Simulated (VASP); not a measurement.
# Bi (Im-3m) in VASP: a series of runs

The runs below take Bi through single point, with PBEsol.

All numbers are computed with VASP 6.6.1; they aren't measurements. Logs are shortened: lines on timing, memory, paths and dates and some standing lists are left out, and cuts for length are marked.

## (1) The cell of the first run

It takes space group Im-3m (No. 229, cubic). The conventional cell has a = 3.990 Å, b = 3.990 Å, c = 3.990 Å, α = 90.00°, β = 90.00°, γ = 90.00°. Bi (site symmetry m-3m) has 14 Bi at 3.46 to 3.99 Å within 4.5 Å.

## (2) Single point, PBEsol (volume scaled by 1.06)

INCAR reads:

```
PREC     = Accurate       # precision mode
ENCUT    = 520            # plane-wave cutoff, eV
EDIFF    = 1E-7           # SCF threshold, eV
ISMEAR   = 0              # smearing method
SIGMA    = 0.1            # smearing width, eV
LREAL    = False          # projectors in reciprocal space
LASPH    = True           # aspherical terms in the spheres
NELM     = 100            # most SCF steps
ALGO     = Normal         # electronic algorithm
ISIF     = 2              # what is computed and relaxed
LWAVE    = False          # write WAVECAR
LCHARG   = False          # write CHGCAR
GGA      = PS             # functional
NBANDS   = 14             # bands
```

KPOINTS reads:

```
regular mesh
0
Gamma
  16 16 16
```

POSCAR reads:

```
Bi
1.0
   -1.9952012150      1.9952012150      1.9952012150
    1.9952012150     -1.9952012150      1.9952012150
    1.9952012150      1.9952012150     -1.9952012150
Bi
1
Direct
    0.0000000000      0.0000000000      0.0000000000
```

Potentials or basis: VASP PAW PBE potentials, release 64 (Bi_d).

On the command line:

```
$ cat potpaw_PBE.64/Bi_d/POTCAR > POTCAR
$ mpirun -np 1 vasp_std > vasp.out
```

OUTCAR:

```text
PREC = Accurate
   ENCUT = 520
   EDIFF = 1E-7
   ISMEAR = 0
   LREAL = False
   LASPH = True
   NELM = 100
   ISIF = 2
   GGA = PS

 ion  position               nearest neighbor table
   1  0.000  0.000  0.000-

  LATTYP: Found a body centered cubic cell.
 ALAT       =     3.9904024300

  Lattice vectors:

 A1 = (  -1.9952012150,   1.9952012150,   1.9952012150)
 A2 = (   1.9952012150,  -1.9952012150,   1.9952012150)
 A3 = (   1.9952012150,   1.9952012150,  -1.9952012150)

Analysis of symmetry for initial positions (statically):
=====================================================================
 Subroutine PRICEL returns:
 Original cell was already a primitive cell.

 Routine SETGRP: Setting up the symmetry group for a
 body centered cubic supercell.

 Subroutine GETGRP returns: Found 48 space group operations
 (whereof 48 operations were pure point group operations)
 out of a pool of 48 trial point group operations.

The static configuration has the point symmetry O_h .

Analysis of symmetry for dynamics (positions and initial velocities):
=====================================================================
 Subroutine PRICEL returns:
 Original cell was already a primitive cell.

 Routine SETGRP: Setting up the symmetry group for a
 body centered cubic supercell.

 Subroutine GETGRP returns: Found 48 space group operations
 (whereof 48 operations were pure point group operations)
 out of a pool of 48 trial point group operations.

The dynamic configuration has the point symmetry O_h .

 Subroutine INISYM returns: Found 48 space group operations
 (whereof 48 operations are pure point group operations),
 and found     1 'primitive' translations

----------------------------------------------------------------------------------------

                                     Primitive cell

  volume of cell :      31.7702

  direct lattice vectors                    reciprocal lattice vectors
    -1.995201215  1.995201215  1.995201215     0.000000000  0.250601291  0.250601291
     1.995201215 -1.995201215  1.995201215     0.250601291  0.000000000  0.250601291
     1.995201215  1.995201215 -1.995201215     0.250601291  0.250601291  0.000000000

  length of vectors
     3.455789876  3.455789876  3.455789876     0.354403744  0.354403744  0.354403744

  position of ions in fractional coordinates (direct lattice)
     0.000000000  0.000000000  0.000000000

  ion indices of the primitive-cell ions
   primitive index   ion index
                 1           1

----------------------------------------------------------------------------------------

 KPOINTS: regular mesh

Automatic generation of k-mesh.
 Grid dimensions read from file:
 generate k-points for:   16   16   16

 Generating k-lattice:

  Cartesian coordinates                     Fractional coordinates (reciprocal lattice)
     0.000000000  0.015662581  0.015662581     0.062500000  0.000000000  0.000000000
     0.015662581  0.000000000  0.015662581     0.000000000  0.062500000  0.000000000
     0.015662581  0.015662581  0.000000000     0.000000000  0.000000000  0.062500000

  Length of vectors
     0.022150234  0.022150234  0.022150234

  Shift w.r.t. Gamma in fractional coordinates (k-lattice)
     0.000000000  0.000000000  0.000000000

 Subroutine IBZKPT returns following result:
 ===========================================

 Found    145 irreducible k-points:

 Following reciprocal coordinates:
            Coordinates               Weight
  0.000000  0.000000  0.000000      1.000000
  0.062500  0.000000  0.000000     12.000000
  0.125000  0.000000  0.000000     12.000000
  0.187500  0.000000  0.000000     12.000000
  0.250000  0.000000  0.000000     12.000000
  0.312500  0.000000  0.000000     12.000000
[... 16 lines left out ...]
  0.187500  0.187500  0.000000     24.000000
  0.250000  0.187500 -0.000000     48.000000
 [... further k-points ...]
   k-points           NKPTS =    145   k-points in BZ     NKDIM =    145   number of bands    NBANDS=     14
   number of dos      NEDOS =    301   number of ions     NIONS =      1
   total plane-waves  NPLWV =  21952
   dimension x,y,z NGX =    28 NGY =   28 NGZ =   28
   dimension x,y,z NGXF=    56 NGYF=   56 NGZF=   56
   ions per type =               1
   NGX,Y,Z   is equivalent  to a cutoff of  13.47, 13.47, 13.47 a.u.
   NGXF,Y,Z  is equivalent  to a cutoff of  26.94, 26.94, 26.94 a.u.
 SYSTEM =  unknown system
   PREC   = accura    normal or accurate (medium, high low for compatibility)
   ISTART =      0    job   : 0-new  1-cont  2-samecut
   ICHARG =      2    charge: 1-file 2-atom 10-const
   ISPIN  =      1    spin polarized calculation?
   LNONCOLLINEAR =      F non collinear calculations
   LSORBIT =      F    spin-orbit coupling
   LASPH  =      T    aspherical Exc in radial PAW
   ENCUT  =  520.0 eV  38.22 Ry    6.18 a.u.   6.43  6.43  6.43*2*pi/ulx,y,z
   NELM   =    100;   NELMIN=  2; NELMDL= -5     # of ELM steps
   EDIFF  = 0.1E-06   stopping-criterion for ELM
   LREAL  =      F    real-space projection
   EDIFFG = 0.1E-05   stopping-criterion for IOM
   NSW    =      0    number of steps for IOM
   IBRION =     -1    ionic relax: 0-MD 1-quasi-New 2-CG
   NFREE  =      0    steps in history (QN), initial steepest desc. (CG)
   ISIF   =      2    stress and relaxation
   ISYM   =      2    0-nonsym 1-usesym 2-fastsym
   POTIM  = 0.5000    time-step for ionic-motion
   TEBEG  =    0.0;   TEEND  =   0.0 temperature during run
   PSTRESS=    0.0 pullay stress
   NELECT =      15.0000    total number of electrons
   NUPDOWN=      -1.0000    fix difference up-down
   EMIN   =  10.00;   EMAX   =-10.00  energy-range for DOS
   EFERMI =   0.00;   METHOD = LEGACY
   ISMEAR =     0;   SIGMA  =   0.10  broadening in eV -4-tet -1-fermi 0-gaus
   EFERMI_NEDOS =   21; number of points for ismear=-14 and -15
   IALGO  =     38    algorithm
   IMIX   =      4    mixing-type and parameters
     AMIX     =   0.40;   BMIX     =  1.00
     AMIX_MAG =   1.60;   BMIX_MAG =  1.00
  volume/ion in A,a.u.               =      31.77       214.40
  Fermi-wavevector in a.u.,A,eV,Ry     =   1.274770  2.408966 22.109997  1.625039
  Thomas-Fermi vector in A             =   2.407520
   LORBIT       =      0    0 simple, 1 ext, 2 COOP (PROOUT), +10 PAW based schemes
   GGA     = PS    functional components
   LHFCALC =     F    Hartree Fock is set to
   AEXX    =    0.0000 exact exchange contribution
   IVDW    =     0    specifies the selected vdW correction
   LEPSILON=     F    determine dielectric tensor
   LRPA    =     F    only Hartree local field effects (RPA)
 non-spin polarized calculation
 Gauss-broadening in eV      SIGMA  =   0.10
  energy-cutoff  :      520.00
  volume of cell :       31.77
 maximum number of plane-waves:       887
 NGX is ok and might be reduce to    28
   NGX = 13   NGY = 13   NGZ = 13

 number of electron      15.0000000 magnetization

 Free energy of the ion-electron system (eV)
  ---------------------------------------------------
  ext. energy  EPLUGINS =         0.00000000
  ---------------------------------------------------
  free energy    TOTEN  =        -4.20212600 eV

  energy without entropy =       -4.19744629  energy(sigma->0) =       -4.19978615

 E-fermi :   7.4624     XC(G=0): -10.3409

 val. band max:        7.4549459267   @ k =  -0.4375   0.5000   0.1250
 cond. band min:       7.4667482727   @ k =   0.1875   0.0625  -0.0000
 fundamental gap:      0.0118023460
 Fermi energy:         7.4623693408

 k-point     1 :       0.0000    0.0000    0.0000
  band No.  band energies     occupation
      1     -15.4442      2.00000
      2     -15.4442      2.00000
      3     -15.4442      2.00000
      4     -15.3231      2.00000
      5     -15.3231      2.00000
      6      -5.9006      2.00000
      7      12.4590      0.00000
      8      12.4590      0.00000
      9      12.4590      0.00000
     10      16.3253      0.00000
     11      17.9589      0.00000
     12      17.9589      0.00000
     13      17.9589      0.00000
     14      19.0528      0.00000

 k-point     2 :       0.0625    0.0000    0.0000
  band No.  band energies     occupation
      1     -15.4456      2.00000
      2     -15.4417      2.00000
      3     -15.4368      2.00000
      4     -15.3248      2.00000
      5     -15.3234      2.00000
      6      -5.8311      2.00000
      7      11.6792      0.00000
      8      12.2429      0.00000
      9      12.3977      0.00000
     10      16.7781      0.00000
     11      17.3407      0.00000
     12      17.5163      0.00000
     13      17.8267      0.00000
     14      19.3620      0.00000

 k-point     3 :       0.1250    0.0000    0.0000
  band No.  band energies     occupation
      1     -15.4496      2.00000
      2     -15.4349      2.00000
      3     -15.4156      2.00000
      4     -15.3293      2.00000
      5     -15.3241      2.00000
      6      -5.6242      2.00000
      7      10.1120      0.00000
      8      11.7048      0.00000
      9      12.2196      0.00000
     10      16.0136      0.00000
     11      16.8731      0.00000
     12      17.6664      0.00000
     13      18.1654      0.00000
     14      20.1468      0.00000

 k-point     4 :       0.1875    0.0000    0.0000
  band No.  band energies     occupation
      1     -15.4556      2.00000
      2     -15.4261      2.00000
      3     -15.3837      2.00000
      4     -15.3349      2.00000
      5     -15.3253      2.00000
      6      -5.2850      2.00000
      7       8.3864      0.00000
      8      11.0381      0.00000
      9      11.9498      0.00000
     10      15.1680      0.00000
     11      16.3021      0.00000
     12      17.7013      0.00000
     13      18.9279      0.00000
     14      21.3004      0.00000

 k-point     5 :       0.2500    0.0000    0.0000
  band No.  band energies     occupation
      1     -15.4627      2.00000
      2     -15.4187      2.00000
      3     -15.3458      2.00000
      4     -15.3389      2.00000
      5     -15.3267      2.00000
      6      -4.8255      2.00000
      7       6.7011      2.00000
      8      10.3816      0.00000
      9      11.6364      0.00000
     10      14.4970      0.00000
     11      15.8324      0.00000
[... 276 lines left out ...]
 k-point    22 :       0.4375    0.1250    0.0000
  band No.  band energies     occupation
      1     -15.4686      2.00000
      2     -15.4110      2.00000
      3     -15.3350      2.00000
      4     -15.3302      2.00000
      5     -15.2566      2.00000
      6      -2.8511      2.00000
      7       2.7828      2.00000
      8       7.7014      0.00072
      9      10.2057      0.00000
     10      14.3942      0.00000
     11      16.7338      0.00000
     12      19.0592      0.00000
     13      20.1935      0.00000
     14      24.8378      0.00000

 k-point    23 :       0.1875    0.1875    0.0000
  band No.  band energies     occupation
      1     -15.4534      2.00000
      2     -15.4140      2.00000
      3     -15.3439      2.00000
      4     -15.3327      2.00000
      5     -15.3087      2.00000
      6      -4.1513      2.00000
      7       5.5156      2.00000
      8       8.2523      0.00000
      9      10.6509      0.00000
     10      15.4464      0.00000
     11      16.3944      0.00000
     12      18.9403      0.00000
     13      19.9819      0.00000
     14      21.6978      0.00000

 k-point    24 :       0.2500    0.1875   -0.0000
  band No.  band energies     occupation
      1     -15.4552      2.00000
      2     -15.4051      2.00000
      3     -15.3419      2.00000
      4     -15.3355      2.00000
      5     -15.2895      2.00000
      6      -3.6128      2.00000
      7       4.5393      2.00000
      8       7.3871      1.71280
      9      10.3369      0.00000
     10      15.2988      0.00000
     11      16.7758      0.00000
     12      19.0247      0.00000
     13      21.0847      0.00000
     14      21.5469      0.00000

 [... further k-points ...]
[... 5 lines left out ...]
  --------------------------------------------------------------------------------------
  -------------------------------------------------------------------------------------
  Total       -0.6038320     -0.6038320     -0.6038320      0.0000000      0.0000000     -0.0000000
  in kB      -30.4513529    -30.4513529    -30.4513529      0.0000000      0.0000000     -0.0000000
  external PRESSURE =     -30.4513529 kB  Pullay stress =       0.0000000 kB

 VOLUME and BASIS-vectors are now :
 -----------------------------------------------------------------------------
  energy-cutoff  :      520.00
  volume of cell :       31.77
      direct lattice vectors                 reciprocal lattice vectors
    -1.995201215  1.995201215  1.995201215     0.000000000  0.250601291  0.250601291
     1.995201215 -1.995201215  1.995201215     0.250601291  0.000000000  0.250601291
     1.995201215  1.995201215 -1.995201215     0.250601291  0.250601291  0.000000000

 POSITION                                       TOTAL-FORCE (eV/Angst)
 -----------------------------------------------------------------------------------
      0.00000      0.00000      0.00000         0.000000      0.000000      0.000000
 -----------------------------------------------------------------------------------
    total drift:                                0.000000     -0.000000     -0.000000

  FREE ENERGIE OF THE ION-ELECTRON SYSTEM (eV)
  ---------------------------------------------------
  free  energy   TOTEN  =        -4.2021260046 eV

  energy  without entropy=       -4.1974462890  energy(sigma->0) =       -4.19978615
```

It took 43 s on 1 thread of Intel Xeon Platinum 8259CL at 2.50GHz (Skylake/Cascade Lake), shared host; peak memory 0.2 GiB.

Results:

| Item | Value |
| --- | --- |
| Free energy | -4.2021 eV |
| Pressure | -3.0 GPa |

Caveat: the cell differs from its parent crystal (volume scaled by 1.06); the PAW data sets were made with another functional, which shifts forces and pressure a little; spin-orbit coupling is left out, which moves the levels of the heavy elements.

## (3) Single point, PBEsol

This run uses another cell than the first one, of 29.97 Å³/atom, 0.943 times its volume.

INCAR reads:

```
PREC = Accurate
ENCUT = 520
EDIFF = 1E-6
ISMEAR = 0
SIGMA = 0.1
LREAL = F
LASPH = T
NELM = 80
ALGO = Normal
ISIF = 2
LWAVE = F
LCHARG = F
GGA = PS
NBANDS = 14
```

KPOINTS reads:

```
Automatic mesh
0
Gamma
  16 16 16
```

POSCAR reads:

```
Bi
1.0
   -1.9568224042      1.9568224042      1.9568224042
    1.9568224042     -1.9568224042      1.9568224042
    1.9568224042      1.9568224042     -1.9568224042
Bi
1
Direct
    0.0000000000      0.0000000000      0.0000000000
```

Potentials or basis: VASP PAW PBE potentials, release 64 (Bi_d).

On the command line:

```
$ cat potpaw_PBE.64/Bi_d/POTCAR > POTCAR
$ mpirun -np 1 vasp_std > vasp.out
```

Run time: 38 s. Hardware: 1 thread of AMD EPYC 7R43 (Zen 3), shared host; peak memory 0.16 GiB.

It converged, with:

```
Free energy : -4.2198 eV
Pressure    : -0.1 GPa
```

Levels at points of the mesh, in eV from the Fermi level:
```
           k point  band 5  band 6  band 7  band 8  band 9  band 10
(0.00, 0.00, 0.00)  -22.82  -13.78    5.41    5.41    5.41     9.61
(0.50, 0.00, 0.00)  -22.72  -10.52   -5.29    1.66    3.57     6.11
(0.50, 0.50, 0.50)  -22.75   -8.24   -1.87   -1.87   -1.87     3.50
```

Caveat: the PAW data sets were made with another functional, which shifts forces and pressure a little; spin-orbit coupling is left out, which moves the levels of the heavy elements.
